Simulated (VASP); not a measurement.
Set up this calculation in VASP 6.6.1, as the native input.

```
Task                   : single point
Functional             : PBEsol
Potentials or basis    : VASP PAW PBE potentials, release 64 (C)
Cutoff                 : 520 eV
k mesh                 : 22 × 22 × 22
Occupations            : fermi-dirac, width 0.08 eV
Spin                   : no spin polarisation
Dipole correction      : no
Further INCAR settings : ALGO = Normal; EDIFF = 1e-07; NBANDS = 8
```

The structure of C lies in POSCAR:

```
C
1.0
   -1.1710049440      1.1710049440      1.1710049440
    1.1710049440     -1.1710049440      1.1710049440
    1.1710049440      1.1710049440     -1.1710049440
C
1
Direct
    0.0000000000      0.0000000000      0.0000000000
```

The input as run:

INCAR

```
SYSTEM = C
  ALGO = Normal
  EDIFF = 1E-7
  ENCUT = 520
  GGA = PS
  ISIF = 2
  ISMEAR = -1
  LASPH = .TRUE.
  LCHARG = .FALSE.
  LREAL = .FALSE.
  LWAVE = .FALSE.
  NBANDS = 8
  NELM = 100
  PREC = Accurate
  SIGMA = 0.08
```

KPOINTS

```
k-points
0
G
  22 22 22
  0 0 0
```

Potentials or basis: VASP PAW PBE potentials, release 64 (C).

Launch:

```console
$ cat potpaw_PBE.64/C/POTCAR > POTCAR
$ mpirun -np 1 vasp_std > vasp.out
```

It gave:

```json
{
  "Pressure": "0.2 GPa",
  "Band gap on the k mesh": "zero (band 2 reaches 18.54 eV, above the bottom of band 3 at 3.78 eV)"
}
```

Caveat: the PAW data sets were made with another functional, which shifts forces and pressure a little.

Run time: 7.2 s on 1 thread of Intel(R) Xeon(R) Platinum 8375C CPU @ 2.90GHz (Ice Lake) (shared host), peak memory 0.12 GiB.
